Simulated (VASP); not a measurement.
**Pb: single point with LDA**

Pb:

```
CELL_PARAMETERS angstrom
3.03861 -1.75032 0.00000
3.03861 1.75032 0.00000
-2.11546 0.00000 6.09522
ATOMIC_POSITIONS crystal
Pb 0.90851 0.90851 0.72629
Pb 0.09149 0.09149 0.27371
```

```json
{"Program": "VASP 6.6.1", "Task": "single point", "Functional": "LDA", "Potentials or basis": "VASP PAW LDA potentials, release 64 (Pb_d)", "Cutoff": "520 eV", "k mesh": "9 × 9 × 5", "Occupations": "gaussian, width 0.05 eV", "Spin": "no spin polarisation"}
```

```
Pressure               : -3.2 GPa
Largest force          : 0.176 eV/Å
Band gap on the k mesh : zero (bands 14 and 15 overlap by 7.55 eV)
```

Forces in eV/Å, atoms in the order of the input:
```
Pb   0.022  0.000 -0.174
Pb  -0.022  0.000  0.174
```

Stress tensor (GPa, compression positive):
```
-3.10  0.00  0.01
 0.00 -3.08  0.00
 0.01  0.00 -3.28
```

Levels at points of the mesh, in eV from the Fermi level:
| k point | band 11 | band 12 | band 13 | band 14 | band 15 | band 16 | band 17 | band 18 |
| --- | --- | --- | --- | --- | --- | --- | --- | --- |
| (0.00, 0.00, 0.00) | -11.43 | -8.36 | -3.93 | 6.22 | 6.41 | 6.46 | 6.51 | 6.62 |

It took 55 s on 1 thread of Intel(R) Xeon(R) 6975P-C (Granite Rapids) (shared host), peak memory 0.24 GiB.

Caveat: the cell stands under tension; spin-orbit coupling is left out, which moves the levels of the heavy elements.
